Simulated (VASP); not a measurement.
# Pb8Se7 (a cell with a defect) in VASP: a series of runs, part 2 of 2

VASP 6.6.1. The steps go on from the part before.

**3. Single point, PBE**

File INCAR:

```
SYSTEM = Pb8Se7
PREC = Accurate ; ENCUT = 520
EDIFF = 1E-6 ; ISMEAR = 0
SIGMA = 0.05 ; LREAL = Auto
LASPH = .TRUE. ; NELM = 60
ALGO = Normal ; ISIF = 2
LWAVE = .FALSE. ; LCHARG = .FALSE.
GGA = PE ; NBANDS = 90
```

File KPOINTS:

```
regular mesh
0
G
  4 4 2
  0 0 0
```

File POSCAR:

```
Pb8Se7
1.0
    0.0000000000     -4.3973606159     -4.3972416102
    0.0000000000      4.3973606159     -4.3972416102
   12.4313334466      0.0000000000      0.0000000000
Pb Se
8 7
Direct
    0.7500685469      0.5000815443      0.8750124873
    0.2500815793      1.0000685119      0.8750124873
    0.7499382376      0.4999262200      0.3750154414
    0.2499261406     -0.0000617717      0.3750154414
    0.2499193752      0.4999193402      0.1271767833
    0.7499279469     -0.0000719480      0.1248125961
    0.2500324006      0.5000323656      0.6227897460
    0.7500466584      1.0000466233      0.6251642298
    0.2499679849      0.9999194417      0.6243373676
    0.7500141944      0.5000049056      0.1256488700
    0.2500049400      0.0000142988      0.1256488700
    0.7499194767      0.4999679498      0.6243373676
    0.7500232339      0.0000233390      0.3750074777
    0.2499988568      0.4999988218      0.8750015472
    0.7499981052      0.9999980702      0.8750019494
```

Potentials or basis: VASP PAW PBE potentials, release 64 (Pb_d, Se).

The run is started by

```
> cat potpaw_PBE.64/Pb_d/POTCAR potpaw_PBE.64/Se/POTCAR > POTCAR
> mpirun -np 1 vasp_std > vasp.out
```

OUTCAR:

```text
SYSTEM = Pb8Se7
   PREC = Accurate
   ENCUT = 520
   EDIFF = 1E-6
   ISMEAR = 0
   LREAL = Auto
   LASPH = .TRUE.
   NELM = 60
   ISIF = 2
   GGA = PE

 ion  position               nearest neighbor table
   1  0.750  0.500  0.875-  15 3.11  14 3.11  14 3.11  15 3.11  10 3.12  12 3.12
   2  0.250  0.000  0.875-  15 3.11  14 3.11  14 3.11  15 3.11  11 3.12   9 3.12
   3  0.750  0.500  0.375-  12 3.10  10 3.10  13 3.11  13 3.11
   4  0.250  1.000  0.375-   9 3.10  11 3.10  13 3.11  13 3.11
   5  0.250  0.500  0.127-  11 3.11  10 3.11  10 3.11  11 3.11  14 3.13
   6  0.750  1.000  0.125-  15 3.11  11 3.11  10 3.11  10 3.11  11 3.11  13 3.11
   7  0.250  0.500  0.623-   9 3.11  12 3.11   9 3.11  12 3.11  14 3.14
   8  0.750  0.000  0.625-  15 3.11   9 3.11  12 3.11  13 3.11   9 3.11  12 3.11
   9  0.250  1.000  0.624-   4 3.10   7 3.11   8 3.11   8 3.11   7 3.11   2 3.12
  10  0.750  0.500  0.126-   3 3.10   5 3.11   6 3.11   6 3.11   5 3.11   1 3.12
  11  0.250  0.000  0.126-   4 3.10   5 3.11   6 3.11   6 3.11   5 3.11   2 3.12
  12  0.750  0.500  0.624-   3 3.10   7 3.11   8 3.11   8 3.11   7 3.11   1 3.12
  13  0.750  0.000  0.375-   3 3.11   4 3.11   8 3.11   4 3.11   3 3.11   6 3.11
  14  0.250  0.500  0.875-   1 3.11   2 3.11   2 3.11   1 3.11   5 3.13   7 3.14
  15  0.750  1.000  0.875-   6 3.11   8 3.11   2 3.11   1 3.11   1 3.11   2 3.11

  LATTYP: Found a base centered orthorhombic cell.
 ALAT       =     8.7944832204
 B/A-ratio  =     1.0000270637
 C/A-ratio  =     1.4135376844

  Lattice vectors:

 A1 = (   0.0000000000,  -4.3973606159,  -4.3972416102)
 A2 = (   0.0000000000,   4.3973606159,  -4.3972416102)
 A3 = (  12.4313334466,   0.0000000000,   0.0000000000)

Analysis of symmetry for initial positions (statically):
=====================================================================
 Subroutine PRICEL returns:
 Original cell was already a primitive cell.

 Routine SETGRP: Setting up the symmetry group for a
 base centered orthorhombic supercell.

[... 172 lines left out ...]
   NGX = 23   NGY = 23   NGZ = 47

 number of electron     153.9999978 magnetization

 Free energy of the ion-electron system (eV)
  ---------------------------------------------------
  ext. energy  EPLUGINS =         0.00000000
  ---------------------------------------------------
  free energy    TOTEN  =       -59.72788474 eV

  energy without entropy =      -59.72302186  energy(sigma->0) =      -59.72545330

 E-fermi :   4.8594     XC(G=0):  -9.0721

 val. band max:        4.8576286739   @ k =   0.5000   0.0000   0.5000
 cond. band min:       4.8822298167   @ k =   0.5000   0.0000   0.0000
 fundamental gap:      0.0246011428
 Fermi energy:         4.8593693441

 k-point     1 :       0.0000    0.0000    0.0000
  band No.  band energies     occupation
      1     -12.7879      2.00000
      2     -12.7841      2.00000
      3     -12.7737      2.00000
      4     -12.7643      2.00000
      5     -12.7438      2.00000
      6     -12.7438      2.00000
[... 1277 lines left out ...]
     88       6.1469      0.00000
     89       6.1535      0.00000
 [bands above 89 left out]

------------------------ aborting loop because EDIFF is reached ----------------------------------------

  FORCE on cell =-STRESS in cart. coord.  units (eV):
  Direction    XX          YY          ZZ          XY          YZ          ZX
  --------------------------------------------------------------------------------------
  -------------------------------------------------------------------------------------
  Total       -3.0549336     -1.9297104     -1.9163700      0.0000000      0.0000000     -0.0034033
  in kB      -10.1810423     -6.4310606     -6.3866017      0.0000000      0.0000000     -0.0113421
  external PRESSURE =      -7.6662349 kB  Pullay stress =       0.0000000 kB

 VOLUME and BASIS-vectors are now :
 -----------------------------------------------------------------------------
  energy-cutoff  :      520.00
  volume of cell :      480.75
      direct lattice vectors                 reciprocal lattice vectors
     0.000000000 -4.397360616 -4.397241610     0.000000000 -0.113704570 -0.113707648
     0.000000000  4.397360616 -4.397241610     0.000000000  0.113704570 -0.113707648
    12.431333447  0.000000000  0.000000000     0.080441893  0.000000000  0.000000000

 POSITION                                       TOTAL-FORCE (eV/Angst)
 -----------------------------------------------------------------------------------
     10.87757     -1.09928     -5.49721        -0.000371      0.000111     -0.001952
     10.87757     -1.09940     -1.09997        -0.000371     -0.000111     -0.001952
      4.66194     -1.09939     -5.49596         0.000034      0.000435      0.002231
      4.66194      3.29807     -5.49596         0.000034     -0.000435      0.002231
      1.58098      1.09934     -3.29722         0.019776     -0.000000     -0.001977
      1.55159      1.09934     -7.69454        -0.005924     -0.000000     -0.000851
      7.74211      1.09934     -3.29822        -0.019329     -0.000000      0.000751
      7.77162     -3.29802     -3.29834         0.006831     -0.000000      0.000463
      7.76135      3.29781     -5.49606         0.000454     -0.000607      0.000765
      1.56198     -1.09938     -5.49664        -0.000340     -0.000033     -0.000493
      1.56198     -1.09930     -1.09940        -0.000340      0.000033     -0.000493
      7.76135     -1.09913     -5.49606         0.000454      0.000607      0.000765
      4.66184     -3.29802     -3.29814        -0.000590      0.000000      0.000708
     10.87744      1.09934     -3.29792        -0.000055     -0.000000     -0.000058
     10.87744      1.09934     -7.69516        -0.000262     -0.000000     -0.000138
 -----------------------------------------------------------------------------------
    total drift:                                0.002320     -0.001452     -0.001798

  FREE ENERGIE OF THE ION-ELECTRON SYSTEM (eV)
  ---------------------------------------------------
  free  energy   TOTEN  =       -59.7278847383 eV

  energy  without entropy=      -59.7230218585  energy(sigma->0) =      -59.72545330
```

stdout:

```text
POSCAR found type information on POSCAR PbSe
 POSCAR found :  2 types and      15 ions
 scaLAPACK will be used
 LDA part: xc-table for (Slater+PW92), standard interpolation
 POSCAR, INCAR and KPOINTS ok, starting setup
 FFT: planning ... GRIDC
 FFT: planning ... GRID_SOFT
 FFT: planning ... GRID
 WAVECAR not read
 entering main loop
```

Run time: 7.9 min. Hardware: 1 thread of Intel Xeon 6975P-C (Granite Rapids), shared host; peak memory 0.69 GiB.

What came out:

```yaml
Free_energy: -59.7279 eV
Pressure: -0.8 GPa
Largest_force: 0.020 eV/Å
Band_gap_on_the_k_mesh: zero (bands 77 and 78 overlap by 0.85 eV)
```

Forces on the atoms (eV/Å):
```
Pb   0.000  0.000 -0.002
Pb   0.000  0.000 -0.002
Pb   0.000  0.000  0.002
Pb   0.000  0.000  0.002
Pb   0.020  0.000 -0.002
Pb  -0.006  0.000 -0.001
Pb  -0.019  0.000  0.001
Pb   0.007  0.000  0.000
Se   0.000 -0.001  0.001
Se   0.000  0.000  0.000
Se   0.000  0.000  0.000
Se   0.000  0.001  0.001
Se  -0.001  0.000  0.001
Se   0.000  0.000  0.000
Se   0.000  0.000  0.000
```

Stress tensor (GPa, compression positive):
```
-1.02  0.00  0.00
 0.00 -0.64  0.00
 0.00  0.00 -0.64
```

Levels at points of the mesh, in eV from the Fermi level:
```csv
k point,band 75,band 76,band 77,band 78,band 79,band 80
"(0.00, 0.00, 0.00)",-1.80,-1.43,0.58,0.58,0.61,0.97
"(0.50, 0.00, 0.00)",-1.43,-1.40,-0.59,0.02,0.32,0.47
"(0.50, 0.50, 0.00)",-0.93,-0.93,-0.75,-0.27,-0.27,-0.26
"(0.00, 0.00, 0.50)",-2.14,-1.75,0.55,0.55,1.07,1.52
"(0.50, 0.00, 0.50)",-1.48,-1.48,-0.23,0.00,0.48,0.77
"(0.50, 0.50, 0.50)",-1.23,-1.21,-1.16,-0.22,0.13,0.13
```

Caveat: spin-orbit coupling is left out, which moves the levels of the heavy elements.

The gap in the log of VASP goes by the Fermi energy; the results here count the filled bands.